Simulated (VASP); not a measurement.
Set up this calculation in VASP 6.6.1, as the native input.

```yaml
Task: single point
Functional: PBE
Potentials_or_basis: VASP PAW PBE potentials, release 64 (In_d, O)
Cutoff: 520 eV
k_mesh: 6 × 6 × 6
Occupations: gaussian, width 0.1 eV
Spin: no spin polarisation
Dipole_correction: no
Further_INCAR_settings: ALGO = Normal; EDIFF = 1e-06; NBANDS = 34
```

The structure of In3O2 lies in POSCAR:

```
In3O2
1.0
    1.7013689676      0.9822858314      9.6733989163
   -1.7013689676      0.9822858314      9.6733989163
    0.0000000000     -1.9645716628      9.6733989163
In O
3 2
Direct
    0.0000000000      0.0000000000      0.0000000000
    0.2125778343      0.2125778343      0.2125778343
    0.7874221657      0.7874221657      0.7874221657
    0.4205525239      0.4205525239      0.4205525239
    0.5794474761      0.5794474761      0.5794474761
```

The input as run:

INCAR

```
ALGO     = Normal         # electronic algorithm
EDIFF    = 1E-6           # SCF threshold, eV
ENCUT    = 520            # plane-wave cutoff, eV
GGA      = PE             # functional
ISIF     = 2              # what is computed and relaxed
ISMEAR   = 0              # smearing method
LASPH    = True           # aspherical terms in the spheres
LCHARG   = False          # write CHGCAR
LREAL    = False          # projectors in reciprocal space
LWAVE    = False          # write WAVECAR
NBANDS   = 34             # bands
NELM     = 100            # most SCF steps
PREC     = Accurate       # precision mode
SIGMA    = 0.1            # smearing width, eV
```

KPOINTS

```
k-points
0
Gamma
  6 6 6
```

Potentials or basis: VASP PAW PBE potentials, release 64 (In_d, O).

Command:

```sh
$ cat potpaw_PBE.64/In_d/POTCAR potpaw_PBE.64/O/POTCAR > POTCAR
$ mpirun -np 1 vasp_std > vasp.out
```

Results of the run:

The pressure is -0.2 GPa. The largest force is 0.011 eV/Å and the band gap on the k mesh is zero (an odd number of electrons rules out a gap without spin polarisation).

Caveat: spin-orbit coupling is left out, which moves the levels of the heavy elements; an odd number of electrons without spin polarisation forces a metal; a magnetic or distorted state may lie lower.

Wall time 10 min on 1 thread of AMD EPYC 9R45 96-Core Processor (Zen 5), on a shared host, peak memory 0.86 GiB.
